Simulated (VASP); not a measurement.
# Mg4BrO3 (P-43m) in VASP: a series of runs

Runs on Mg4BrO3. Level: PBE. Tasks: single point, relaxation of cell and atoms.

All numbers are computed with VASP 6.6.1; they aren't measurements. Logs are shortened: lines on timing, memory, paths and dates and some standing lists are left out, and cuts for length are marked.

## (1) The cell of the first run

It takes space group P-43m (No. 215, cubic). Conventional cell: a = 5.124 Å, b = 5.124 Å, c = 5.124 Å, α = 90.00°, β = 90.00°, γ = 90.00°. Mg (site symmetry 3m) has 1 Br at 2.22 Å and 3 O at 2.22 Å within 2.9 Å. Within 2.9 Å of Br (site symmetry -43m) lie 4 Mg at 2.22 Å. O (site symmetry -42m) has 4 Mg at 2.22 Å within 2.9 Å.

## (2) Single point, PBE, collinear spin, ferromagnetic start

File INCAR:

```
SYSTEM = Mg4BrO3
ALGO = Normal ; EDIFF = 1E-6
ENCUT = 520 ; GGA = PE
ISIF = 2 ; ISMEAR = 0
ISPIN = 2 ; LASPH = .True.
LCHARG = .True. ; LELF = .True.
LORBIT = 11 ; LREAL = .False.
LVHAR = .True. ; LWAVE = .False.
MAGMOM = 0 0 0 0 0 1 1 1 ; NBANDS = 30
NELM = 150 ; PREC = Accurate
SIGMA = 0.1
```

File KPOINTS:

```
k-points
0
Gamma
  4 4 4
  0 0 0
```

File POSCAR:

```
Mg4BrO3
1.0
    5.1242723100      0.0000000000      0.0000000000
    0.0000000000      5.1242723100      0.0000000000
    0.0000000000      0.0000000000      5.1242723100
Mg Br O
4 1 3
Direct
    0.7500000000      0.7500000000      0.7500000000
    0.7500000000      0.2500000000      0.2500000000
    0.2500000000      0.7500000000      0.2500000000
    0.2500000000      0.2500000000      0.7500000000
    0.5000000000      0.5000000000      0.5000000000
    0.0000000000      0.0000000000      0.5000000000
    0.0000000000      0.5000000000      0.0000000000
    0.5000000000      0.0000000000      0.0000000000
```

Potentials or basis: VASP PAW PBE potentials, release 64 (Mg, Br, O).

The run is started by

```bash
$ cat potpaw_PBE.64/Mg/POTCAR potpaw_PBE.64/Br/POTCAR potpaw_PBE.64/O/POTCAR > POTCAR
$ mpirun -np 1 vasp_std > vasp.out
```

OUTCAR:

```text
SYSTEM = Mg4BrO3
   EDIFF = 1E-6
   ENCUT = 520
   GGA = PE
   ISIF = 2
   ISMEAR = 0
   ISPIN = 2
   LASPH = .True.
   LORBIT = 11
   LREAL = .False.
   NELM = 150
   PREC = Accurate

 ion  position               nearest neighbor table
   1  0.750  0.750  0.750-   5 2.22   6 2.22   7 2.22   8 2.22   3 3.62   4 3.62   2 3.62   2 3.62
                             3 3.62   2 3.62   4 3.62   2 3.62   3 3.62   4 3.62   3 3.62   4 3.62
   2  0.750  0.250  0.250-   5 2.22   6 2.22   7 2.22   8 2.22   3 3.62   4 3.62   1 3.62   1 3.62
                             4 3.62   1 3.62   3 3.62   1 3.62   3 3.62   4 3.62   4 3.62   3 3.62
   3  0.250  0.750  0.250-   5 2.22   6 2.22   7 2.22   8 2.22   2 3.62   4 3.62   1 3.62   1 3.62
                             4 3.62   2 3.62   4 3.62   4 3.62   1 3.62   2 3.62   1 3.62   2 3.62
   4  0.250  0.250  0.750-   5 2.22   6 2.22   7 2.22   8 2.22   2 3.62   3 3.62   1 3.62   2 3.62
                             3 3.62   1 3.62   3 3.62   3 3.62   1 3.62   2 3.62   2 3.62   1 3.62
   5  0.500  0.500  0.500-   1 2.22   2 2.22   3 2.22   4 2.22
   6  0.000  0.000  0.500-   1 2.22   2 2.22   3 2.22   4 2.22
   7  0.000  0.500  0.000-   1 2.22   2 2.22   3 2.22   4 2.22
   8  0.500  0.000  0.000-   1 2.22   2 2.22   3 2.22   4 2.22

  LATTYP: Found a simple cubic cell.
 ALAT       =     5.1242723100

  Lattice vectors:

 A1 = (   5.1242723100,   0.0000000000,   0.0000000000)
 A2 = (   0.0000000000,   5.1242723100,   0.0000000000)
 A3 = (   0.0000000000,   0.0000000000,   5.1242723100)

Analysis of symmetry for initial positions (statically):
=====================================================================
 Subroutine PRICEL returns:
 Original cell was already a primitive cell.

 Routine SETGRP: Setting up the symmetry group for a
 simple cubic supercell.

 Subroutine GETGRP returns: Found 24 space group operations
 (whereof 24 operations were pure point group operations)
 out of a pool of 48 trial point group operations.

The static configuration has the point symmetry T_d .

Analysis of symmetry for dynamics (positions and initial velocities):
=====================================================================
 Subroutine PRICEL returns:
 Original cell was already a primitive cell.

 Routine SETGRP: Setting up the symmetry group for a
 simple cubic supercell.

 Subroutine GETGRP returns: Found 24 space group operations
 (whereof 24 operations were pure point group operations)
 out of a pool of 48 trial point group operations.

The dynamic configuration has the point symmetry T_d .

Analysis of structural, dynamic, and magnetic symmetry:
=====================================================================
 Subroutine PRICEL returns:
 Original cell was already a primitive cell.

 Routine SETGRP: Setting up the symmetry group for a
 simple cubic supercell.

 Subroutine GETGRP returns: Found 24 space group operations
 (whereof 24 operations were pure point group operations)
 out of a pool of 48 trial point group operations.

The overall configuration has the point symmetry T_d .

 Subroutine INISYM returns: Found 24 space group operations
 (whereof 24 operations are pure point group operations),
 and found     1 'primitive' translations

----------------------------------------------------------------------------------------

                                     Primitive cell

  volume of cell :     134.5540

  direct lattice vectors                    reciprocal lattice vectors
     5.124272310  0.000000000  0.000000000     0.195149660  0.000000000  0.000000000
     0.000000000  5.124272310  0.000000000     0.000000000  0.195149660  0.000000000
     0.000000000  0.000000000  5.124272310     0.000000000  0.000000000  0.195149660

  length of vectors
     5.124272310  5.124272310  5.124272310     0.195149660  0.195149660  0.195149660

  position of ions in fractional coordinates (direct lattice)
     0.750000000  0.750000000  0.750000000
     0.750000000  0.250000000  0.250000000
     0.250000000  0.750000000  0.250000000
     0.250000000  0.250000000  0.750000000
     0.500000000  0.500000000  0.500000000
     0.000000000  0.000000000  0.500000000
     0.000000000  0.500000000  0.000000000
     0.500000000  0.000000000  0.000000000

[... 54 lines left out ...]
   ions per type =               4   1   3
   NGX,Y,Z   is equivalent  to a cutoff of  12.98, 12.98, 12.98 a.u.
   NGXF,Y,Z  is equivalent  to a cutoff of  25.95, 25.95, 25.95 a.u.
 SYSTEM =  Mg4BrO3
   PREC   = accura    normal or accurate (medium, high low for compatibility)
   ISTART =      0    job   : 0-new  1-cont  2-samecut
   ICHARG =      2    charge: 1-file 2-atom 10-const
   ISPIN  =      2    spin polarized calculation?
   LNONCOLLINEAR =      F non collinear calculations
   LSORBIT =      F    spin-orbit coupling
   LASPH  =      T    aspherical Exc in radial PAW
   ENCUT  =  520.0 eV  38.22 Ry    6.18 a.u.   9.53  9.53  9.53*2*pi/ulx,y,z
   NELM   =    150;   NELMIN=  2; NELMDL= -5     # of ELM steps
   EDIFF  = 0.1E-05   stopping-criterion for ELM
   LREAL  =      F    real-space projection
   EDIFFG = 0.1E-04   stopping-criterion for IOM
   NSW    =      0    number of steps for IOM
   IBRION =     -1    ionic relax: 0-MD 1-quasi-New 2-CG
   NFREE  =      0    steps in history (QN), initial steepest desc. (CG)
   ISIF   =      2    stress and relaxation
   ISYM   =      2    0-nonsym 1-usesym 2-fastsym
   POTIM  = 0.5000    time-step for ionic-motion
   TEBEG  =    0.0;   TEEND  =   0.0 temperature during run
   PSTRESS=    0.0 pullay stress
   NELECT =      33.0000    total number of electrons
   NUPDOWN=      -1.0000    fix difference up-down
   EMIN   =  10.00;   EMAX   =-10.00  energy-range for DOS
   EFERMI =   0.00;   METHOD = LEGACY
   ISMEAR =     0;   SIGMA  =   0.10  broadening in eV -4-tet -1-fermi 0-gaus
   EFERMI_NEDOS =   21; number of points for ismear=-14 and -15
   IALGO  =     38    algorithm
   IMIX   =      4    mixing-type and parameters
     AMIX     =   0.40;   BMIX     =  1.00
     AMIX_MAG =   1.60;   BMIX_MAG =  1.00
  volume/ion in A,a.u.               =      16.82       113.50
  Fermi-wavevector in a.u.,A,eV,Ry     =   1.024741  1.936479 14.287387  1.050093
  Thomas-Fermi vector in A             =   2.158544
   LORBIT       =     11    0 simple, 1 ext, 2 COOP (PROOUT), +10 PAW based schemes
   GGA     = PE    functional components
   LHFCALC =     F    Hartree Fock is set to
   AEXX    =    0.0000 exact exchange contribution
   IVDW    =     0    specifies the selected vdW correction
   LEPSILON=     F    determine dielectric tensor
   LRPA    =     F    only Hartree local field effects (RPA)
 spin polarized calculation
 Gauss-broadening in eV      SIGMA  =   0.10
  energy-cutoff  :      520.00
  volume of cell :      134.55
 maximum number of plane-waves:      3695
 NGX is ok and might be reduce to    40
   NGX = 19   NGY = 19   NGZ = 19

 number of electron      33.0000023 magnetization       0.3054070

 Free energy of the ion-electron system (eV)
  ---------------------------------------------------
  ext. energy  EPLUGINS =         0.00000000
  ---------------------------------------------------
  free energy    TOTEN  =       -34.05721836 eV

  energy without entropy =      -34.05079888  energy(sigma->0) =      -34.05400862

 E-fermi :   4.6849     XC(G=0):  -8.9032

 val. band max:        4.6207555380   @ k =   0.2500   0.2500   0.2500
 cond. band min:       4.7638956945   @ k =   0.2500   0.2500   0.2500
 fundamental gap:      0.1431401565
 Fermi energy:         4.6848966183

 spin component 1

 k-point     1 :       0.0000    0.0000    0.0000
  band No.  band energies     occupation
      1     -16.0804      1.00000
      2     -14.2008      1.00000
      3     -13.9570      1.00000
      4     -13.9570      1.00000
      5      -4.4648      1.00000
      6      -4.4648      1.00000
[... 299 lines left out ...]
     27      11.1389      0.00000
     28      11.1389      0.00000
 Fermi energy:         4.6848966183

 spin component 2

 k-point     1 :       0.0000    0.0000    0.0000
  band No.  band energies     occupation
      1     -16.0558      1.00000
      2     -14.1883      1.00000
      3     -13.9452      1.00000
      4     -13.9452      1.00000
      5      -4.4240      1.00000
      6      -4.4240      1.00000
[... 299 lines left out ...]
     27      11.1604      0.00000
     28      11.1604      0.00000
 [bands above 28 left out]

------------------------ aborting loop because EDIFF is reached ----------------------------------------

  FORCE on cell =-STRESS in cart. coord.  units (eV):
  Direction    XX          YY          ZZ          XY          YZ          ZX
  --------------------------------------------------------------------------------------
  -------------------------------------------------------------------------------------
  Total        0.8106099      0.8106099      0.8106099      0.0000000      0.0000000      0.0000000
  in kB        9.6521904      9.6521904      9.6521904      0.0000000      0.0000000      0.0000000
  external PRESSURE =       9.6521904 kB  Pullay stress =       0.0000000 kB

 VOLUME and BASIS-vectors are now :
 -----------------------------------------------------------------------------
  energy-cutoff  :      520.00
  volume of cell :      134.55
      direct lattice vectors                 reciprocal lattice vectors
     5.124272310  0.000000000  0.000000000     0.195149660  0.000000000  0.000000000
     0.000000000  5.124272310  0.000000000     0.000000000  0.195149660  0.000000000
     0.000000000  0.000000000  5.124272310     0.000000000  0.000000000  0.195149660

 POSITION                                       TOTAL-FORCE (eV/Angst)
 -----------------------------------------------------------------------------------
      3.84320      3.84320      3.84320         3.180081      3.180081      3.180081
      3.84320      1.28107      1.28107         3.180081     -3.180081     -3.180081
      1.28107      3.84320      1.28107        -3.180081      3.180081     -3.180081
      1.28107      1.28107      3.84320        -3.180081     -3.180081      3.180081
      2.56214      2.56214      2.56214         0.000000     -0.000000     -0.000000
      0.00000      0.00000      2.56214         0.000000     -0.000000     -0.000000
      0.00000      2.56214      0.00000         0.000000     -0.000000     -0.000000
      2.56214      0.00000      0.00000         0.000000     -0.000000     -0.000000
 -----------------------------------------------------------------------------------
    total drift:                               -0.000000      0.000000     -0.000000

  FREE ENERGIE OF THE ION-ELECTRON SYSTEM (eV)
  ---------------------------------------------------
  free  energy   TOTEN  =       -34.0572183645 eV

  energy  without entropy=      -34.0507988838  energy(sigma->0) =      -34.05400862

 total charge

# of ion       s       p       d       tot
------------------------------------------
    1        0.163   0.143   0.047   0.353
    2        0.163   0.143   0.047   0.353
    3        0.163   0.143   0.047   0.353
    4        0.163   0.143   0.047   0.353
    5        1.644   3.533   0.039   5.216
    6        1.561   3.367   0.000   4.928
    7        1.561   3.367   0.000   4.928
    8        1.561   3.367   0.000   4.928
--------------------------------------------------
tot          6.978  14.207   0.227  21.411

 magnetization (x)

# of ion       s       p       d       tot
------------------------------------------
    1        0.002   0.004   0.001   0.007
    2        0.002   0.004   0.001   0.007
    3        0.002   0.004   0.001   0.007
    4        0.002   0.004   0.001   0.007
    5        0.004  -0.001   0.013   0.015
    6        0.003   0.003   0.000   0.006
    7        0.003   0.003   0.000   0.006
    8        0.003   0.003   0.000   0.006
--------------------------------------------------
tot          0.022   0.023   0.017   0.062
```

Wall time 1.8 min (1 thread of Oxide Virtual Turin-like, shared host); peak memory 0.28 GiB.

Results:

- Free energy: -34.0572 eV
- Pressure: 1.0 GPa
- Net moment: 0.31 μB per cell
- Valence electrons inside the program's atomic spheres: Mg 0.35; Br 5.22; O 4.93

Levels at points of the mesh, in eV from the Fermi level:
Spin up:
```tsv
k point	band 13	band 14	band 15	band 16	band 17	band 18	band 19	band 20
(0.00, 0.00, 0.00)	-4.59	-4.05	-4.05	-4.05	-2.12	-0.69	-0.69	1.46
(0.50, 0.00, 0.00)	-4.67	-4.67	-4.23	-4.23	-0.09	0.49	0.52	2.42
(0.50, 0.50, 0.00)	-4.69	-4.68	-4.16	-4.03	1.16	1.31	2.01	2.01
(0.50, 0.50, 0.50)	-4.14	-4.14	-4.03	-4.03	1.05	1.05	1.05	2.93
```
Spin down:
```tsv
k point	band 13	band 14	band 15	band 16	band 17	band 18	band 19	band 20
(0.00, 0.00, 0.00)	-4.58	-4.03	-4.03	-4.03	-1.94	-0.37	-0.37	1.56
(0.50, 0.00, 0.00)	-4.65	-4.65	-4.22	-4.22	0.13	0.64	0.78	2.62
(0.50, 0.50, 0.00)	-4.66	-4.66	-4.15	-4.02	1.37	1.42	2.22	2.22
(0.50, 0.50, 0.50)	-4.13	-4.13	-4.02	-4.02	1.13	1.13	1.13	3.04
```

## (3) Relaxation of cell and atoms, PBE

This run uses another cell than the first one, of 15.80 Å³/atom.

File INCAR:

```
ALGO     = Fast           # electronic algorithm
EDIFF    = 1E-6           # SCF threshold, eV
EDIFFG   = -0.01          # ionic threshold
ENCUT    = 600            # plane-wave cutoff, eV
GGA      = PE             # functional
IBRION   = 2              # ionic algorithm
ISIF     = 3              # what is computed and relaxed
ISMEAR   = 0              # smearing method
LASPH    = True           # aspherical terms in the spheres
LCHARG   = False          # write CHGCAR
LREAL    = False          # projectors in reciprocal space
LWAVE    = False          # write WAVECAR
NELM     = 60             # most SCF steps
NSW      = 100            # ionic steps
PREC     = Accurate       # precision mode
SIGMA    = 0.1            # smearing width, eV
```

File KPOINTS:

```
k-points
0
Gamma
  8 8 8
```

File POSCAR:

```
Mg4BrO3
1.0
    5.0190841025      0.0000000000      0.0000000000
    0.0000000000      5.0190841025      0.0000000000
    0.0000000000      0.0000000000      5.0190841025
Mg Br O
4 1 3
Direct
    0.7969814453      0.7969814453      0.7969814453
    0.7969814453      0.2030185547      0.2030185547
    0.2030185547      0.7969814453      0.2030185547
    0.2030185547      0.2030185547      0.7969814453
    0.5000000000      0.5000000000      0.5000000000
    0.0000000000      0.0000000000      0.5000000000
    0.0000000000      0.5000000000      0.0000000000
    0.5000000000      0.0000000000      0.0000000000
```

Potentials or basis: VASP PAW PBE potentials, release 64 (Mg, Br, O).

The run is started by

```bash
$ cat potpaw_PBE.64/Mg/POTCAR potpaw_PBE.64/Br/POTCAR potpaw_PBE.64/O/POTCAR > POTCAR
$ mpirun -np 1 vasp_std > vasp.out
```

Run time: 3.2 min. Hardware: 1 thread of Oxide Virtual Turin-like, shared host; peak memory 0.28 GiB.

The run converged. Its results:

```yaml
Free_energy: -38.5191 eV
Relaxed_volume: 15.66 Å³/atom
Relaxed_cell: a = 5.004 Å, b = 5.004 Å, c = 5.004 Å, α = 90.00°, β = 90.00°, γ = 90.00°
Space_group_after_relaxing_to_0.1_Å: P-43m (No. 215)
Energy_gained_by_relaxing: 0.3 meV/atom
Ionic_steps: 2
Pressure_after_relaxing: 0.1 GPa
Largest_force_after_relaxing: 0.009 eV/Å
Band_gap_on_the_k_mesh: zero (an odd number of electrons rules out a gap without spin polarisation)
```

Forces in eV/Å, atoms in the order of the input:
```
Mg   0.005  0.005  0.005
Mg   0.005 -0.005 -0.005
Mg  -0.005  0.005 -0.005
Mg  -0.005 -0.005  0.005
Br   0.000  0.000  0.000
O    0.000  0.000  0.000
O    0.000  0.000  0.000
O    0.000  0.000  0.000
```

The path:
```tsv
step	energy change (eV)	largest force (eV/Å)	pressure (GPa)	volume (Å³)
1	0.0000	0.0529	-0.63	126.44
2	-0.0024	0.0090	0.07	125.29
```

Final structure:
```cif
data_structure
_symmetry_space_group_name_H-M 'P 1'
_symmetry_Int_Tables_number 1
_cell_length_a 5.0039
_cell_length_b 5.0039
_cell_length_c 5.0039
_cell_angle_alpha 90.000
_cell_angle_beta 90.000
_cell_angle_gamma 90.000
_cell_volume 125.29
loop_
_atom_site_label
_atom_site_type_symbol
_atom_site_fract_x
_atom_site_fract_y
_atom_site_fract_z
_atom_site_occupancy
Mg1 Mg 0.79727 0.79727 0.79727 1
Mg2 Mg 0.79727 0.20273 0.20273 1
Mg3 Mg 0.20273 0.79727 0.20273 1
Mg4 Mg 0.20273 0.20273 0.79727 1
Br1 Br 0.50000 0.50000 0.50000 1
O1 O 0.00000 0.00000 0.50000 1
O2 O 0.00000 0.50000 0.00000 1
O3 O 0.50000 0.00000 0.00000 1
```

Levels at points of the mesh, in eV from the Fermi level:
| k point | band 15 | band 16 | band 17 | band 18 | band 19 | band 20 |
| --- | --- | --- | --- | --- | --- | --- |
| (0.00, 0.00, 0.00) | -4.03 | -4.03 | -2.07 | 1.03 | 1.56 | 1.56 |
| (0.50, 0.00, 0.00) | -4.33 | -4.33 | -0.31 | 1.59 | 2.76 | 3.76 |
| (0.50, 0.50, 0.00) | -4.19 | -4.03 | 0.68 | 3.22 | 3.52 | 3.52 |
| (0.50, 0.50, 0.50) | -4.02 | -4.02 | 1.71 | 2.05 | 2.05 | 2.05 |

Caveat: an odd number of electrons without spin polarisation forces a metal; a magnetic or distorted state may lie lower.

The gap in the log of VASP goes by the Fermi energy; the results here count the filled bands.